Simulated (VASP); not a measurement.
# Bi (R-3m) in VASP: notebook, part 2 of 2

VASP 6.6.1. Earlier steps stand in the parts before.

## Step 3: Relaxation of cell and atoms, LDA

This run uses another cell than the first one, of 34.56 Å³/atom, 1.031 times its volume.

INCAR

```
PREC     = Accurate       # precision mode
ENCUT    = 600            # plane-wave cutoff, eV
EDIFF    = 1E-6           # SCF threshold, eV
ISMEAR   = 0              # smearing method
SIGMA    = 0.1            # smearing width, eV
LREAL    = False          # projectors in reciprocal space
LASPH    = True           # aspherical terms in the spheres
NELM     = 100            # most SCF steps
ALGO     = Fast           # electronic algorithm
ISIF     = 3              # what is computed and relaxed
LWAVE    = False          # write WAVECAR
LCHARG   = False          # write CHGCAR
GGA      = CA             # functional
IBRION   = 2              # ionic algorithm
NSW      = 70             # ionic steps
EDIFFG   = -0.005         # ionic threshold
```

KPOINTS

```
Automatic mesh
0
Gamma
  12 12 12
```

POSCAR

```
Bi
1.0
    2.2673427694      1.3090509583      3.8817322408
   -2.2673427694      1.3090509583      3.8817322408
    0.0000000000     -2.6181019165      3.8817322408
Bi
2
Direct
    0.2371283440      0.2371283440      0.2371283440
    0.7628716560      0.7628716560      0.7628716560
```

Potentials or basis: VASP PAW LDA potentials, release 64 (Bi_d).

Launch:

```sh
$ cat potpaw_LDA.64/Bi_d/POTCAR > POTCAR
$ mpirun -np 1 vasp_std > vasp.out
```

OUTCAR:

```text
PREC = Accurate
   ENCUT = 600
   EDIFF = 1E-6
   ISMEAR = 0
   LREAL = False
   LASPH = True
   NELM = 100
   ISIF = 3
   GGA = CA
   IBRION = 2
   NSW = 70
   EDIFFG = -0.005

 ion  position               nearest neighbor table
   1  0.237  0.237  0.237-   2 3.09   2 3.09   2 3.09   2 3.45   2 3.45   2 3.45
   2  0.763  0.763  0.763-   1 3.09   1 3.09   1 3.09   1 3.45   1 3.45   1 3.45

  LATTYP: Found a trigonal (rhomboedric) cell.
 ALAT       =     4.6821258884
 COS(alpha) =     0.5309942324

  Lattice vectors:

 A1 = (   2.2673427694,   1.3090509583,   3.8817322408)
 A2 = (  -2.2673427694,   1.3090509583,   3.8817322408)
 A3 = (   0.0000000000,  -2.6181019165,   3.8817322408)

Analysis of symmetry for initial positions (statically):
=====================================================================
 Subroutine PRICEL returns:
 Original cell was already a primitive cell.

 Routine SETGRP: Setting up the symmetry group for a
 trigonal (rhombohedral) supercell.

 Subroutine GETGRP returns: Found 12 space group operations
 (whereof 12 operations were pure point group operations)
 out of a pool of 12 trial point group operations.

The static configuration has the point symmetry D_3d.

Analysis of symmetry for dynamics (positions and initial velocities):
=====================================================================
 Subroutine PRICEL returns:
 Original cell was already a primitive cell.

 Routine SETGRP: Setting up the symmetry group for a
 trigonal (rhombohedral) supercell.

 Subroutine GETGRP returns: Found 12 space group operations
 (whereof 12 operations were pure point group operations)
 out of a pool of 12 trial point group operations.

The dynamic configuration has the point symmetry D_3d.

 Subroutine INISYM returns: Found 12 space group operations
 (whereof 12 operations are pure point group operations),
 and found     1 'primitive' translations

----------------------------------------------------------------------------------------

                                     Primitive cell

  volume of cell :      69.1275

  direct lattice vectors                    reciprocal lattice vectors
     2.267342769  1.309050958  3.881732241     0.220522458  0.127318700  0.085872315
    -2.267342769  1.309050958  3.881732241    -0.220522458  0.127318700  0.085872315
     0.000000000 -2.618101917  3.881732241     0.000000000 -0.254637401  0.085872315

  length of vectors
     4.682125888  4.682125888  4.682125888     0.268727111  0.268727111  0.268727111

  position of ions in fractional coordinates (direct lattice)
     0.237128344  0.237128344  0.237128344
     0.762871656  0.762871656  0.762871656

  ion indices of the primitive-cell ions
   primitive index   ion index
                 1           1
                 2           2

----------------------------------------------------------------------------------------

 KPOINTS: Automatic mesh

Automatic generation of k-mesh.
 Grid dimensions read from file:
 generate k-points for:   12   12   12

 Generating k-lattice:

  Cartesian coordinates                     Fractional coordinates (reciprocal lattice)
     0.018376871  0.010609892  0.007156026     0.083333333 -0.000000000  0.000000000
    -0.018376871  0.010609892  0.007156026    -0.000000000  0.083333333  0.000000000
     0.000000000 -0.021219783  0.007156026     0.000000000  0.000000000  0.083333333

  Length of vectors
     0.022393926  0.022393926  0.022393926

  Shift w.r.t. Gamma in fractional coordinates (k-lattice)
     0.000000000  0.000000000  0.000000000

 Subroutine IBZKPT returns following result:
 ===========================================

 Found    189 irreducible k-points:

 Following reciprocal coordinates:
            Coordinates               Weight
  0.000000  0.000000  0.000000      1.000000
  0.083333 -0.000000 -0.000000      6.000000
  0.166667  0.000000  0.000000      6.000000
  0.250000  0.000000  0.000000      6.000000
  0.333333 -0.000000  0.000000      6.000000
  0.416667  0.000000  0.000000      6.000000
[... 16 lines left out ...]
  0.500000  0.166667  0.000000     12.000000
 -0.416667  0.166667 -0.000000     12.000000
 [... further k-points ...]
   k-points           NKPTS =    189   k-points in BZ     NKDIM =    189   number of bands    NBANDS=     19
   number of dos      NEDOS =    301   number of ions     NIONS =      2
   total plane-waves  NPLWV =  64000
   dimension x,y,z NGX =    40 NGY =   40 NGZ =   40
   dimension x,y,z NGXF=    80 NGYF=   80 NGZF=   80
   ions per type =               2
   NGX,Y,Z   is equivalent  to a cutoff of  14.20, 14.20, 14.20 a.u.
   NGXF,Y,Z  is equivalent  to a cutoff of  28.41, 28.41, 28.41 a.u.
 SYSTEM =  unknown system
   PREC   = accura    normal or accurate (medium, high low for compatibility)
   ISTART =      0    job   : 0-new  1-cont  2-samecut
   ICHARG =      2    charge: 1-file 2-atom 10-const
   ISPIN  =      1    spin polarized calculation?
   LNONCOLLINEAR =      F non collinear calculations
   LSORBIT =      F    spin-orbit coupling
   LASPH  =      T    aspherical Exc in radial PAW
   ENCUT  =  600.0 eV  44.10 Ry    6.64 a.u.   9.35  9.35  9.35*2*pi/ulx,y,z
   NELM   =    100;   NELMIN=  2; NELMDL= -5     # of ELM steps
   EDIFF  = 0.1E-05   stopping-criterion for ELM
   LREAL  =      F    real-space projection
   EDIFFG = -.5E-02   stopping-criterion for IOM
   NSW    =     70    number of steps for IOM
   IBRION =      2    ionic relax: 0-MD 1-quasi-New 2-CG
   NFREE  =      1    steps in history (QN), initial steepest desc. (CG)
   ISIF   =      3    stress and relaxation
   ISYM   =      2    0-nonsym 1-usesym 2-fastsym
   POTIM  = 0.5000    time-step for ionic-motion
   TEBEG  =    0.0;   TEEND  =   0.0 temperature during run
   PSTRESS=    0.0 pullay stress
   NELECT =      30.0000    total number of electrons
   NUPDOWN=      -1.0000    fix difference up-down
   EMIN   =  10.00;   EMAX   =-10.00  energy-range for DOS
   EFERMI =   0.00;   METHOD = LEGACY
   ISMEAR =     0;   SIGMA  =   0.10  broadening in eV -4-tet -1-fermi 0-gaus
   EFERMI_NEDOS =   21; number of points for ismear=-14 and -15
   IALGO  =     68    algorithm
   IMIX   =      4    mixing-type and parameters
     AMIX     =   0.40;   BMIX     =  1.00
     AMIX_MAG =   1.60;   BMIX_MAG =  1.00
  volume/ion in A,a.u.               =      34.56       233.25
  Fermi-wavevector in a.u.,A,eV,Ry     =   1.239458  2.342236 20.902025  1.536256
  Thomas-Fermi vector in A             =   2.373940
   LORBIT       =      0    0 simple, 1 ext, 2 COOP (PROOUT), +10 PAW based schemes
   GGA     = CA    functional components
   LHFCALC =     F    Hartree Fock is set to
   AEXX    =    0.0000 exact exchange contribution
   IVDW    =     0    specifies the selected vdW correction
   LEPSILON=     F    determine dielectric tensor
   LRPA    =     F    only Hartree local field effects (RPA)
 conjugate gradient relaxation of ions
 non-spin polarized calculation
 RMM-DIIS sequential band-by-band and
 Gauss-broadening in eV      SIGMA  =   0.10
  energy-cutoff  :      600.00
  volume of cell :       69.13
 maximum number of plane-waves:      2326
 NGX is ok and might be reduce to    40
   NGX = 19   NGY = 19   NGZ = 19

--------------------------------------- Ionic step        1  -------------------------------------------

 number of electron      30.0000004 magnetization

 Free energy of the ion-electron system (eV)
  ---------------------------------------------------
  ext. energy  EPLUGINS =         0.00000000
  ---------------------------------------------------
  free energy    TOTEN  =        -9.11763483 eV

  energy without entropy =       -9.11645553  energy(sigma->0) =       -9.11704518

 E-fermi :   6.2665     XC(G=0):  -9.8902

 val. band max:        6.2567098152   @ k =   0.4167   0.0833   0.0833
 cond. band min:       6.3533161322   @ k =   0.4167   0.0000   0.0000
 fundamental gap:      0.0966063170
 Fermi energy:         6.2665248478

 k-point     1 :       0.0000    0.0000    0.0000
  band No.  band energies     occupation
      1     -16.6107      2.00000
      2     -16.6107      2.00000
      3     -16.4535      2.00000
      4     -16.4535      2.00000
      5     -16.4434      2.00000
      6     -16.2642      2.00000
[... 620 lines left out ...]
  FREE ENERGIE OF THE ION-ELECTRON SYSTEM (eV)
  ---------------------------------------------------
  free  energy   TOTEN  =        -9.1261061156 eV

  energy  without entropy=       -9.1249662722  energy(sigma->0) =       -9.12553619

[... ionic steps 4 to 7 ...]

--------------------------------------- Ionic step        8  -------------------------------------------

 number of electron      29.9999997 magnetization

------------------------ aborting loop because EDIFF is reached ----------------------------------------
[... 67 lines left out ...]
--------------------------------------- Ionic step       10  -------------------------------------------

 number of electron      29.9999997 magnetization

 Free energy of the ion-electron system (eV)
  ---------------------------------------------------
  ext. energy  EPLUGINS =         0.00000000
  ---------------------------------------------------
  free energy    TOTEN  =        -9.12630243 eV

  energy without entropy =       -9.12515621  energy(sigma->0) =       -9.12572932

 E-fermi :   6.6232     XC(G=0): -10.0235

 val. band max:        6.6231898589   @ k =   0.4167   0.0833   0.0833
 cond. band min:       6.7186053409   @ k =   0.4167   0.0000   0.0000
 fundamental gap:      0.0954154821
 Fermi energy:         6.6232092961

 k-point     1 :       0.0000    0.0000    0.0000
  band No.  band energies     occupation
      1     -16.3204      2.00000
      2     -16.3204      2.00000
      3     -16.1500      2.00000
      4     -16.1500      2.00000
      5     -16.1386      2.00000
      6     -15.9419      2.00000
[... 548 lines left out ...]
  FREE ENERGIE OF THE ION-ELECTRON SYSTEM (eV)
  ---------------------------------------------------
  free  energy   TOTEN  =        -9.1263024283 eV

  energy  without entropy=       -9.1251562053  energy(sigma->0) =       -9.12572932

 reached required accuracy - stopping structural energy minimisation
```

Run time: 18 min. Hardware: 1 thread of Intel Xeon 6975P-C (Granite Rapids), shared host; peak memory 0.38 GiB.

Results:

- Free energy: -9.1263 eV
- Relaxed volume: 33.58 Å³/atom
- Relaxed cell: a = 4.629 Å, b = 4.629 Å, c = 4.629 Å, α = 58.16°, β = 58.16°, γ = 58.16°
- Space group after relaxing (to 0.05 Å): R-3m (No. 166)
- Energy gained by relaxing: 4.3 meV/atom
- Ionic steps: 10
- Pressure after relaxing: 0.0 GPa
- Band gap on the k mesh: zero (band 15 reaches 6.58 eV, above the bottom of band 16 at 6.39 eV)

Step by step:
```csv
step,energy change (eV),largest force (eV/Å),pressure (GPa),volume (Å³)
1,0.0000,0.0962,-1.37,69.13
2,-0.0051,0.1069,0.96,66.22
3,-0.0085,0.0225,0.00,67.30
4,-0.0085,0.0195,-0.02,67.34
5,-0.0085,0.0140,-0.04,67.31
6,-0.0086,0.0018,-0.06,67.23
7,-0.0086,0.0179,-0.01,67.07
8,-0.0087,0.0110,0.03,67.19
9,-0.0087,0.0109,-0.04,67.13
10,-0.0087,0.0012,0.00,67.16
```

Final structure:
```yaml
crystal:
  lattice:
    - [2.24966, 1.29884, 3.83101]
    - [-2.24966, 1.29884, 3.83101]
    - [0.00000, -2.59768, 3.83101]
  atoms:
    - { symbol: Bi, position: [0.23738, 0.23738, 0.23738] }
    - { symbol: Bi, position: [0.76262, 0.76262, 0.76262] }
```

Caveat: spin-orbit coupling is left out, which moves the levels of the heavy elements. LDA usually gives volumes a few per cent too small.
